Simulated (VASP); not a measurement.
# C in VASP: single point with PBE+D3(BJ)

Aim: the single point of C with PBE+D3(BJ).

Everything below comes from runs of VASP 6.6.1. Logs are shortened: lines on timing, memory, paths and dates and some standing lists are left out, and cuts for length are marked.

## Step 1: The cell of the first run

The cell holds a slab with vacuum, 4 atoms: a = 2.466 Å, b = 2.466 Å, c = 17.500 Å, α = 90.00°, β = 90.00°, γ = 120.00°.

## Step 2: Single point, PBE+D3(BJ) (layers slid over each other)

Input file INCAR:

```
SYSTEM = C
  ALGO = Normal
  DIPOL = 0.5 0.5 0.345
  EDIFF = 1E-6
  ENCUT = 520
  GGA = PE
  IDIPOL = 3
  ISIF = 2
  ISMEAR = 0
  IVDW = 12
  LASPH = .TRUE.
  LCHARG = .FALSE.
  LDIPOL = .TRUE.
  LREAL = .FALSE.
  LWAVE = .FALSE.
  NBANDS = 16
  NELM = 100
  PREC = Accurate
  SIGMA = 0.1
```

Input file KPOINTS:

```
k-points
0
G
  15 15 1
  0 0 0
```

Input file POSCAR:

```
C
1.0
    2.4657189590      0.0000000000      0.0000000000
   -1.2328594795      2.1353752571      0.0000000000
    0.0000000000      0.0000000000     17.5000000000
C
4
Direct
    0.3333333333      0.6666666667      0.2571428571
    0.6666666667      0.3333333333      0.2571428571
    0.6666666667      0.8333333333      0.4320000000
    0.3333333333      1.1666666667      0.4320000000
```

Potentials or basis: VASP PAW PBE potentials, release 64 (C).

Launch:

```console
> cat potpaw_PBE.64/C/POTCAR > POTCAR
> mpirun -np 1 vasp_std > vasp.out
```

OUTCAR:

```text
SYSTEM = C
   EDIFF = 1E-6
   ENCUT = 520
   GGA = PE
   ISIF = 2
   ISMEAR = 0
   IVDW = 12
   LASPH = .TRUE.
   LREAL = .FALSE.
   NELM = 100
   PREC = Accurate
 IVDW          = 12

 ion  position               nearest neighbor table
   1  0.333  0.667  0.257-   2 1.42   2 1.42   2 1.42
   2  0.667  0.333  0.257-   1 1.42   1 1.42   1 1.42
   3  0.667  0.833  0.432-   4 1.42   4 1.42   4 1.42
   4  0.333  0.167  0.432-   3 1.42   3 1.42   3 1.42

  LATTYP: Found a hexagonal cell.
 ALAT       =     2.4657189590
 C/A-ratio  =     7.0973214267

  Lattice vectors:

 A1 = (   2.4657189590,   0.0000000000,   0.0000000000)
 A2 = (  -1.2328594795,   2.1353752571,   0.0000000000)
 A3 = (   0.0000000000,   0.0000000000,  17.5000000000)

Analysis of symmetry for initial positions (statically):
=====================================================================
 Subroutine PRICEL returns:
 Original cell was already a primitive cell.

 Routine SETGRP: Setting up the symmetry group for a
 hexagonal supercell.

 Subroutine GETGRP returns: Found  8 space group operations
 (whereof  4 operations were pure point group operations)
 out of a pool of 24 trial point group operations.

The static configuration has the point symmetry C_2v.
 The point group associated with its full space group is D_2h.

Analysis of symmetry for dynamics (positions and initial velocities):
=====================================================================
 Subroutine PRICEL returns:
 Original cell was already a primitive cell.

 Routine SETGRP: Setting up the symmetry group for a
 hexagonal supercell.

 Subroutine GETGRP returns: Found  8 space group operations
 (whereof  4 operations were pure point group operations)
 out of a pool of 24 trial point group operations.

The dynamic configuration has the point symmetry C_2v.
 The point group associated with its full space group is D_2h.

 Subroutine INISYM returns: Found  8 space group operations
 (whereof  4 operations are pure point group operations),
 and found     1 'primitive' translations

----------------------------------------------------------------------------------------

                                     Primitive cell

  volume of cell :      92.1416

  direct lattice vectors                    reciprocal lattice vectors
     2.465718959  0.000000000  0.000000000     0.405561224  0.234150882  0.000000000
    -1.232859480  2.135375257  0.000000000     0.000000000  0.468301764  0.000000000
     0.000000000  0.000000000 17.500000000     0.000000000  0.000000000  0.057142857

  length of vectors
     2.465718959  2.465718959 17.500000000     0.468301764  0.468301764  0.057142857

[... 97 lines left out ...]
   EMIN   =  10.00;   EMAX   =-10.00  energy-range for DOS
   EFERMI =   0.00;   METHOD = LEGACY
   ISMEAR =     0;   SIGMA  =   0.10  broadening in eV -4-tet -1-fermi 0-gaus
   EFERMI_NEDOS =   21; number of points for ismear=-14 and -15
   IALGO  =     38    algorithm
   IMIX   =      4    mixing-type and parameters
     AMIX     =   0.40;   BMIX     =  1.00
     AMIX_MAG =   1.60;   BMIX_MAG =  1.00
  volume/ion in A,a.u.               =      23.04       155.45
  Fermi-wavevector in a.u.,A,eV,Ry     =   0.913334  1.725951 11.349690  0.834179
  Thomas-Fermi vector in A             =   2.037833
   LORBIT       =      0    0 simple, 1 ext, 2 COOP (PROOUT), +10 PAW based schemes
   GGA     = PE    functional components
   LHFCALC =     F    Hartree Fock is set to
   AEXX    =    0.0000 exact exchange contribution
   IVDW    =    12    specifies the selected vdW correction
   LEPSILON=     F    determine dielectric tensor
   LRPA    =     F    only Hartree local field effects (RPA)
 non-spin polarized calculation
 Gauss-broadening in eV      SIGMA  =   0.10
  energy-cutoff  :      520.00
  volume of cell :       92.14
 maximum number of plane-waves:      2521
   NGX =  9   NGY =  9   NGZ = 65

 dipolmoment           0.000000      0.000000      0.000284 electrons x Angstroem

 number of electron      15.9999998 magnetization

 dipolmoment           0.000000      0.000000     -0.000001 electrons x Angstroem

 Free energy of the ion-electron system (eV)
  ---------------------------------------------------
  ext. energy  EPLUGINS =         0.00000000
  ---------------------------------------------------
  free energy    TOTEN  =       -36.80884124 eV

  energy without entropy =      -36.80881063  energy(sigma->0) =      -36.80882593

 E-fermi :  -0.8874     XC(G=0):  -4.3719

 val. band max:       -1.0742150167   @ k =   0.3333   0.3333   0.0000
 cond. band min:      -0.7006175679   @ k =   0.3333   0.3333   0.0000
 fundamental gap:      0.3735974488
 Fermi energy:        -0.8874163055

 k-point     1 :       0.0000    0.0000    0.0000
  band No.  band energies     occupation
      1     -20.5259      2.00000
      2     -20.2282      2.00000
      3      -9.1883      2.00000
      4      -7.6868      2.00000
      5      -3.9068      2.00000
      6      -3.8927      2.00000
[... 433 lines left out ...]
      3      -9.6425      2.00000
      4      -9.5217      2.00000
      5      -6.7238      2.00000
      6      -6.6561      2.00000
[... 8 lines left out ...]
     15       7.5921      0.00000
     16       8.6341      0.00000

 [... further k-points ...]

------------------------ aborting loop because EDIFF is reached ----------------------------------------

 vacuum level on the upper side and lower side of the slab       (xc-potential included)        -0.160        -0.162

 Edisp (eV)   -0.50988

 E8    (eV) :    -0.1540

  FORCE on cell =-STRESS in cart. coord.  units (eV):
  Direction    XX          YY          ZZ          XY          YZ          ZX
  --------------------------------------------------------------------------------------
  -------------------------------------------------------------------------------------
  Total       0.01512     0.09039     0.66826    -0.06519     0.00000     0.00000
  in kB       0.26293     1.57177    11.61977    -1.13349     0.00000     0.00000
  external pressure =        4.48 kB  Pullay stress =        0.00 kB

 VOLUME and BASIS-vectors are now :
 -----------------------------------------------------------------------------
  energy-cutoff  :      520.00
  volume of cell :       92.14
      direct lattice vectors                 reciprocal lattice vectors
     2.465718959  0.000000000  0.000000000     0.405561224  0.234150882  0.000000000
    -1.232859480  2.135375257  0.000000000     0.000000000  0.468301764  0.000000000
     0.000000000  0.000000000 17.500000000     0.000000000  0.000000000  0.057142857

 POSITION                                       TOTAL-FORCE (eV/Angst)
 -----------------------------------------------------------------------------------
     -0.00000      1.42358      4.50000         0.002614      0.001509     -0.113377
      1.23286      0.71179      4.50000        -0.002614     -0.001509     -0.113377
      0.61643      1.77948      7.56000        -0.002614     -0.001509      0.113377
      0.61643      0.35590      7.56000         0.002614      0.001509      0.113377
 -----------------------------------------------------------------------------------
    total drift:                               -0.000000     -0.000000     -0.000034

  FREE ENERGIE OF THE ION-ELECTRON SYSTEM (eV)
  ---------------------------------------------------
  free  energy   TOTEN  =       -37.3187202823 eV

  energy  without entropy=      -37.3186896707  energy(sigma->0) =      -37.31870498

 vacuum level on the upper side and lower side of the slab         3.373         3.372
```

stdout:

```text
POSCAR found type information on POSCAR C
 POSCAR found :  1 types and       4 ions
 scaLAPACK will be used
 LDA part: xc-table for (Slater+PW92), standard interpolation
 POSCAR, INCAR and KPOINTS ok, starting setup
 FFT: planning ... GRIDC
 FFT: planning ... GRID_SOFT
 FFT: planning ... GRID
 WAVECAR not read
 entering main loop
```

Wall time 2.7 min (1 thread of AMD EPYC 7R13, shared host); peak memory 0.21 GiB.

Results:

| Quantity | Value |
| --- | --- |
| Free energy | -37.3187 eV |
| Largest force | 0.113 eV/Å |
| Dispersion energy per atom | -0.127 eV |

Forces on the atoms (eV/Å):
```
C    0.003  0.002 -0.113
C   -0.003 -0.002 -0.113
C   -0.003 -0.002  0.113
C    0.003  0.002  0.113
```

Caveat: the cell differs from its parent crystal (layers slid over each other).
